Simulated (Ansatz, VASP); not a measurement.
**ZnO: VASP beside Ansatz**

INCAR

```
  ALGO = Normal
  EDIFF = 1E-6
  ENCUT = 1340
  GGA = CA
  GGA_COMPAT = F
  ISIF = 2
  ISMEAR = 0
  LASPH = T
  LCHARG = T
  LELF = T
  LREAL = F
  LVHAR = T
  LWAVE = F
  NBANDS = 16
  NELM = 120
  PREC = Accurate
  SIGMA = 0.01
```

KPOINTS

```
k-points
0
Gamma
  8 8 8
```

The input POSCAR:

```
ZnO
1.0
    0.0000000000      2.1337703831      2.1337703831
    2.1337703831      0.0000000000      2.1337703831
    2.1337703831      2.1337703831      0.0000000000
Zn O
1 1
Direct
    0.0000000000      0.0000000000      0.0000000000
    0.5000000000      0.5000000000      0.5000000000
```

Input for Ansatz:

```yaml
crystal:
  lattice:
    - [0.0, 2.1337703831, 2.1337703831]
    - [2.1337703831, 0.0, 2.1337703831]
    - [2.1337703831, 2.1337703831, 0.0]
  atoms:
    - { symbol: Zn, position: [0.0, 0.0, 0.0] }
    - { symbol: O, position: [0.5, 0.5, 0.5] }
kpoints:
  mp_grid: { grid: [8, 8, 8] }
hamiltonian:
  xc: lda
scf:
  occupations: { method: fixed }
  n_extra_bands: 4
output:
  forces: true
  stress: true
  eigenvalues: true
```

Alike in both runs: task single point; functional LDA; k mesh 8 × 8 × 8; no spin polarisation.

|  | VASP | Ansatz |
| --- | --- | --- |
| version | VASP 6.6.1 | Ansatz 0.2.0 |
| potentials or method | VASP PAW LDA potentials, release 64 (Zn, O_h) | plane waves |
| plane-wave cutoff (eV) | 1340 | 420 |
| occupations | gaussian, width 0.01 eV | fixed |
| valence electrons in the cell | 18 | 18 |

|  | VASP | Ansatz | Ansatz less VASP |
| --- | --- | --- | --- |
| gap on the k mesh at the Fermi level (eV) | 0.92 | 0.92 | -0.001 |
| pressure (GPa) | -6.3 | -7.4 | -1.10 |

LDA's correlation is that of Perdew and Zunger in VASP and of Perdew and Wang (1992) in Ansatz.
